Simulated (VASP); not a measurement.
# Rh (P6_3/mmc) in VASP: notebook, part 3 of 3

VASP 6.6.1. The steps go on from the part before.

**5. Single point, LDA**

This run uses another cell than the first one, of 12.97 Å³/atom, 0.922 times its volume.

INCAR reads:

```
SYSTEM = Rh
PREC = Accurate ; ENCUT = 520
EDIFF = 1E-7 ; ISMEAR = -1
SIGMA = 0.05 ; LREAL = .FALSE.
LASPH = .TRUE. ; NELM = 100
ALGO = Normal ; ISIF = 2
LWAVE = .FALSE. ; LCHARG = .FALSE.
GGA = CA ; NBANDS = 38
```

KPOINTS reads:

```
regular mesh
0
G
  11 11 3
  0 0 0
```

POSCAR reads:

```
Rh
1.0
    2.6367956413      0.0000000000      0.0000000000
   -1.3183978206      2.2835320100      0.0000000000
    0.0000000000      0.0000000000      8.6184672829
Rh
4
Direct
    0.6666666667      0.3333333333      0.7500000000
    0.0000000000      0.0000000000      0.5000000000
    0.3333333333      0.6666666667      0.2500000000
    0.0000000000      0.0000000000      0.0000000000
```

Potentials or basis: VASP PAW LDA potentials, release 64 (Rh_pv).

Run with:

```console
> cat potpaw_LDA.64/Rh_pv/POTCAR > POTCAR
> mpirun -np 1 vasp_std > vasp.out
```

OUTCAR:

```text
SYSTEM = Rh
   PREC = Accurate
   ENCUT = 520
   EDIFF = 1E-7
   ISMEAR = -1
   LREAL = .FALSE.
   LASPH = .TRUE.
   NELM = 100
   ISIF = 2
   GGA = CA

 ion  position               nearest neighbor table
   1  0.667  0.333  0.750-   2 2.64   4 2.64   2 2.64   4 2.64   2 2.64   4 2.64
   2  0.000  0.000  0.500-   1 2.64   3 2.64   1 2.64   3 2.64   1 2.64   3 2.64
   3  0.333  0.667  0.250-   2 2.64   4 2.64   2 2.64   4 2.64   2 2.64   4 2.64
   4  0.000  0.000  0.000-   1 2.64   3 2.64   1 2.64   3 2.64   1 2.64   3 2.64

  LATTYP: Found a hexagonal cell.
 ALAT       =     2.6367956413
 C/A-ratio  =     3.2685382014

  Lattice vectors:

 A1 = (   2.6367956413,   0.0000000000,   0.0000000000)
 A2 = (  -1.3183978206,   2.2835320100,   0.0000000000)
 A3 = (   0.0000000000,   0.0000000000,   8.6184672829)

Analysis of symmetry for initial positions (statically):
=====================================================================
 Subroutine PRICEL returns:
 Original cell was already a primitive cell.

 Routine SETGRP: Setting up the symmetry group for a
 hexagonal supercell.

 Subroutine GETGRP returns: Found 24 space group operations
 (whereof 12 operations were pure point group operations)
 out of a pool of 24 trial point group operations.

The static configuration has the point symmetry D_3d.
 The point group associated with its full space group is D_6h.

Analysis of symmetry for dynamics (positions and initial velocities):
=====================================================================
 Subroutine PRICEL returns:
 Original cell was already a primitive cell.

 Routine SETGRP: Setting up the symmetry group for a
 hexagonal supercell.

 Subroutine GETGRP returns: Found 24 space group operations
 (whereof 12 operations were pure point group operations)
 out of a pool of 24 trial point group operations.

The dynamic configuration has the point symmetry D_3d.
 The point group associated with its full space group is D_6h.

 Subroutine INISYM returns: Found 24 space group operations
 (whereof 12 operations are pure point group operations),
 and found     1 'primitive' translations

----------------------------------------------------------------------------------------

                                     Primitive cell

  volume of cell :      51.8936

  direct lattice vectors                    reciprocal lattice vectors
     2.636795641  0.000000000  0.000000000     0.379248200  0.218959050  0.000000000
    -1.318397821  2.283532010  0.000000000     0.000000000  0.437918100  0.000000000
     0.000000000  0.000000000  8.618467283     0.000000000  0.000000000  0.116029912

  length of vectors
     2.636795641  2.636795641  8.618467283     0.437918100  0.437918100  0.116029912

  position of ions in fractional coordinates (direct lattice)
     0.666666667  0.333333333  0.750000000
     0.000000000  0.000000000  0.500000000
     0.333333333  0.666666667  0.250000000
     0.000000000  0.000000000  0.000000000

  ion indices of the primitive-cell ions
   primitive index   ion index
                 1           1
                 2           2
                 3           3
                 4           4

----------------------------------------------------------------------------------------

 KPOINTS: regular mesh

Automatic generation of k-mesh.
 Grid dimensions read from file:
 generate k-points for:   11   11    3

 Generating k-lattice:

  Cartesian coordinates                     Fractional coordinates (reciprocal lattice)
     0.034477109  0.019905368  0.000000000     0.090909091 -0.000000000  0.000000000
     0.000000000  0.039810736  0.000000000     0.000000000  0.090909091  0.000000000
     0.000000000  0.000000000  0.038676637     0.000000000  0.000000000  0.333333333

  Length of vectors
     0.039810736  0.039810736  0.038676637

  Shift w.r.t. Gamma in fractional coordinates (k-lattice)
     0.000000000  0.000000000  0.000000000

 Subroutine IBZKPT returns following result:
 ===========================================

 Found     32 irreducible k-points:

 Following reciprocal coordinates:
            Coordinates               Weight
  0.000000  0.000000  0.000000      1.000000
  0.090909  0.000000  0.000000      6.000000
  0.181818 -0.000000  0.000000      6.000000
  0.272727  0.000000  0.000000      6.000000
  0.363636  0.000000  0.000000      6.000000
  0.454545  0.000000  0.000000      6.000000
[... 16 lines left out ...]
  0.090909  0.090909  0.333333     12.000000
  0.181818  0.090909  0.333333     24.000000
 [... further k-points ...]
   k-points           NKPTS =     32   k-points in BZ     NKDIM =     32   number of bands    NBANDS=     38
   number of dos      NEDOS =    301   number of ions     NIONS =      4
   total plane-waves  NPLWV =  25600
   dimension x,y,z NGX =    20 NGY =   20 NGZ =   64
   dimension x,y,z NGXF=    40 NGYF=   40 NGZF=  128
   ions per type =               4
   NGX,Y,Z   is equivalent  to a cutoff of  12.61, 12.61, 12.35 a.u.
   NGXF,Y,Z  is equivalent  to a cutoff of  25.22, 25.22, 24.69 a.u.
 SYSTEM =  Rh
   PREC   = accura    normal or accurate (medium, high low for compatibility)
   ISTART =      0    job   : 0-new  1-cont  2-samecut
   ICHARG =      2    charge: 1-file 2-atom 10-const
   ISPIN  =      1    spin polarized calculation?
   LNONCOLLINEAR =      F non collinear calculations
   LSORBIT =      F    spin-orbit coupling
   LASPH  =      T    aspherical Exc in radial PAW
   ENCUT  =  520.0 eV  38.22 Ry    6.18 a.u.   4.90  4.90 16.02*2*pi/ulx,y,z
   NELM   =    100;   NELMIN=  2; NELMDL= -5     # of ELM steps
   EDIFF  = 0.1E-06   stopping-criterion for ELM
   LREAL  =      F    real-space projection
   EDIFFG = 0.1E-05   stopping-criterion for IOM
   NSW    =      0    number of steps for IOM
   IBRION =     -1    ionic relax: 0-MD 1-quasi-New 2-CG
   NFREE  =      0    steps in history (QN), initial steepest desc. (CG)
   ISIF   =      2    stress and relaxation
   ISYM   =      2    0-nonsym 1-usesym 2-fastsym
   POTIM  = 0.5000    time-step for ionic-motion
   TEBEG  =    0.0;   TEEND  =   0.0 temperature during run
   PSTRESS=    0.0 pullay stress
   NELECT =      60.0000    total number of electrons
   NUPDOWN=      -1.0000    fix difference up-down
   EMIN   =  10.00;   EMAX   =-10.00  energy-range for DOS
   EFERMI =   0.00;   METHOD = LEGACY
   ISMEAR =    -1;   SIGMA  =   0.05  broadening in eV -4-tet -1-fermi 0-gaus
   EFERMI_NEDOS =   21; number of points for ismear=-14 and -15
   IALGO  =     38    algorithm
   IMIX   =      4    mixing-type and parameters
     AMIX     =   0.40;   BMIX     =  1.00
     AMIX_MAG =   1.60;   BMIX_MAG =  1.00
  volume/ion in A,a.u.               =      12.97        87.55
  Fermi-wavevector in a.u.,A,eV,Ry     =   1.718254  3.247029 40.169800  2.952397
  Thomas-Fermi vector in A             =   2.795102
   LORBIT       =      0    0 simple, 1 ext, 2 COOP (PROOUT), +10 PAW based schemes
   GGA     = CA    functional components
   LHFCALC =     F    Hartree Fock is set to
   AEXX    =    0.0000 exact exchange contribution
   IVDW    =     0    specifies the selected vdW correction
   LEPSILON=     F    determine dielectric tensor
   LRPA    =     F    only Hartree local field effects (RPA)
 non-spin polarized calculation
  energy-cutoff  :      520.00
  volume of cell :       51.89
 maximum number of plane-waves:      1419
 NGX is ok and might be reduce to    20
   NGX =  9   NGY =  9   NGZ = 33

 number of electron      60.0000011 magnetization

 Free energy of the ion-electron system (eV)
  ---------------------------------------------------
  ext. energy  EPLUGINS =         0.00000000
  ---------------------------------------------------
  free energy    TOTEN  =       -34.63676450 eV

  energy without entropy =      -34.58973979  energy(sigma->0) =      -34.61325215

 E-fermi :  12.8408     XC(G=0): -14.7235

 val. band max:       12.8363706567   @ k =   0.2727   0.0909   0.0000
 cond. band min:      12.8412435305   @ k =   0.3636   0.2727   0.3333
 fundamental gap:      0.0048728738
 Fermi energy:        12.8407806391

 k-point     1 :       0.0000    0.0000    0.0000
  band No.  band energies     occupation
      1     -34.3537      2.00000
      2     -33.9093      2.00000
      3     -33.9091      2.00000
      4     -33.5549      2.00000
      5     -33.5549      2.00000
      6     -33.4971      2.00000
[... 30 lines left out ...]
     37      21.9721      0.00000
     38      27.3597      0.00000
[... 941 lines left out ...]
     37      23.6246      0.00000
     38      26.5089      0.00000

 [... further k-points ...]
[... 5 lines left out ...]
  --------------------------------------------------------------------------------------
  -------------------------------------------------------------------------------------
  Total        2.8035772      2.8035772      2.1807353      0.0000000      0.0000000     -0.0000000
  in kB       86.5584523     86.5584523     67.3286524      0.0000000      0.0000000     -0.0000000
  external PRESSURE =      80.1485190 kB  Pullay stress =       0.0000000 kB

 VOLUME and BASIS-vectors are now :
 -----------------------------------------------------------------------------
  energy-cutoff  :      520.00
  volume of cell :       51.89
      direct lattice vectors                 reciprocal lattice vectors
     2.636795641  0.000000000  0.000000000     0.379248200  0.218959050  0.000000000
    -1.318397821  2.283532010  0.000000000     0.000000000  0.437918100  0.000000000
     0.000000000  0.000000000  8.618467283     0.000000000  0.000000000  0.116029912

 POSITION                                       TOTAL-FORCE (eV/Angst)
 -----------------------------------------------------------------------------------
      1.31840      0.76118      6.46385        -0.000000      0.000000     -0.000000
      0.00000      0.00000      4.30923         0.000000      0.000000      0.000000
     -0.00000      1.52235      2.15462         0.000000     -0.000000      0.000000
      0.00000      0.00000      0.00000         0.000000      0.000000      0.000000
 -----------------------------------------------------------------------------------
    total drift:                                0.000000     -0.000000      0.000000

  FREE ENERGIE OF THE ION-ELECTRON SYSTEM (eV)
  ---------------------------------------------------
  free  energy   TOTEN  =       -34.6367644997 eV

  energy  without entropy=      -34.5897397931  energy(sigma->0) =      -34.61325215
```

OSZICAR:

```text
N       E                     dE             d eps       ncg     rms          rms(c)
DAV:   1     0.777336361742E+03    0.77734E+03   -0.36651E+04  2480   0.185E+03
DAV:   2    -0.105777551955E+02   -0.78791E+03   -0.76533E+03  2558   0.578E+02
DAV:   3    -0.365737054956E+02   -0.25996E+02   -0.25357E+02  2684   0.115E+02
DAV:   4    -0.368273437043E+02   -0.25364E+00   -0.25343E+00  2706   0.116E+01
DAV:   5    -0.368316844361E+02   -0.43407E-02   -0.43406E-02  2744   0.152E+00    0.248E+01
DAV:   6    -0.347559557992E+02    0.20757E+01   -0.59720E+00  2660   0.187E+01    0.882E+00
DAV:   7    -0.346653086761E+02    0.90647E-01   -0.26123E-01  2732   0.409E+00    0.346E+00
DAV:   8    -0.347531340960E+02   -0.87825E-01   -0.83359E-01  2624   0.889E+00    0.354E+00
DAV:   9    -0.346369181819E+02    0.11622E+00   -0.40249E-01  2624   0.545E+00    0.587E-01
DAV:  10    -0.346367692034E+02    0.14898E-03   -0.65499E-03  2636   0.610E-01    0.457E-02
DAV:  11    -0.346367578511E+02    0.11352E-04   -0.14236E-04  2718   0.118E-01    0.285E-02
DAV:  12    -0.346367649655E+02   -0.71145E-05   -0.17205E-05  2710   0.456E-02    0.922E-03
DAV:  13    -0.346367646332E+02    0.33230E-06   -0.75223E-07  2724   0.911E-03    0.382E-03
DAV:  14    -0.346367645003E+02    0.13292E-06   -0.37406E-07  2092   0.694E-03    0.477E-04
DAV:  15    -0.346367644997E+02    0.59117E-09   -0.21434E-08  1372   0.128E-03
   1 F= -.34636764E+02 E0= -.34613252E+02  d E =-.470247E-01
```

stdout:

```text
POSCAR found type information on POSCAR Rh
 POSCAR found :  1 types and       4 ions
 scaLAPACK will be used
 LDA part: xc-table for (Slater(with rela. corr.)+CA(PZ))
 , standard interpolation
 POSCAR, INCAR and KPOINTS ok, starting setup
 FFT: planning ... GRIDC
 FFT: planning ... GRID_SOFT
 FFT: planning ... GRID
 WAVECAR not read
 entering main loop
```

Run time: 25 s. Hardware: 1 thread of AMD EPYC 9R45 (Zen 5), shared host; peak memory 0.14 GiB.

What came out:

* Free energy: -34.6368 eV
* Pressure: 8.0 GPa
* Band gap on the k mesh: zero (band 30 reaches 13.55 eV, above the bottom of band 31 at 11.73 eV)

**6. The runs side by side**

| level | potentials or basis | cell | gap on the mesh (eV) | pressure (GPa) |
| --- | --- | --- | --- | --- |
| r2SCAN | VASP PAW PBE potentials, release 64 (Rh_pv) | a = 2.710, b = 2.710, c = 8.856 Å, angles 90.0, 90.0, 120.0°, 4 atoms | none | -5.3 |
| r2SCAN | VASP PAW PBE potentials, release 64 (Rh_pv) | a = 2.727, b = 2.727, c = 8.914 Å, angles 90.0, 90.0, 120.0°, 4 atoms | none | -9.9 |
| r2SCAN | VASP PAW PBE potentials, release 64 (Rh_pv) | a = 2.745, b = 2.745, c = 8.971 Å, angles 90.0, 90.0, 120.0°, 4 atoms | none | -14.0 |
| LDA | VASP PAW LDA potentials, release 64 (Rh_pv) | a = 2.637, b = 2.637, c = 8.618 Å, angles 90.0, 90.0, 120.0°, 4 atoms | none | 8.0 |

Alike in all rows: task single point; no spin polarisation; k mesh 11 × 11 × 3; cutoff (eV) 520; smearing fermi-dirac 0.05 eV.

Caveats: the PAW data sets were made with another functional, which shifts forces and pressure a little (some runs).

Total energies depend on the potentials used, so only differences within one code and one set of settings carry meaning.
